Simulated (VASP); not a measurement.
Here is a VASP 6.6.1 calculation.

The input INCAR:

```
SYSTEM = FeO
ALGO = Normal ; EDIFF = 1E-6
ENCUT = 600 ; GGA = PS
GGA_COMPAT = .FALSE. ; ISIF = 2
ISMEAR = 0 ; ISPIN = 2
LASPH = .TRUE. ; LCHARG = .FALSE.
LDAU = .TRUE. ; LDAUJ = 0 0
LDAUL = 2 -1 ; LDAUPRINT = 1
LDAUTYPE = 2 ; LDAUU = 5 0
LMAXMIX = 4 ; LORBIT = 11
LREAL = .FALSE. ; LWAVE = .FALSE.
MAGMOM = 3.9 0.25 ; NBANDS = 22
NELM = 200 ; PREC = Accurate
SIGMA = 0.05
```

File KPOINTS:

```
k-points
0
G
  8 8 8
  0 0 0
```

The input POSCAR:

```
FeO
1.0
    0.0000000000      2.1554001600      2.1554001600
    2.1554001600      0.0000000000      2.1554001600
    2.1554001600      2.1554001600      0.0000000000
Fe O
1 1
Direct
    0.0000000000      0.0000000000      0.0000000000
    0.5000000000      0.5000000000      0.5000000000
```

Potentials or basis: VASP PAW PBE potentials, release 64 (Fe_sv, O).

Run with:

```sh
$ cat potpaw_PBE.64/Fe_sv/POTCAR potpaw_PBE.64/O/POTCAR > POTCAR
$ mpirun -np 1 vasp_std > vasp.out
```

(1) What does it give for the net moment?

(2) Estimate the pressure.

(3) What does it give for the site moments?

Results:

(1) 4.00 μB per cell.

(2) -9.1 GPa.

(3) Fe +3.68; O +0.21 μB.

Caveat: the PAW data sets were made with another functional, which shifts forces and pressure a little; a cell with one magnetic atom can't hold antiferromagnetic order, which such compounds often take.
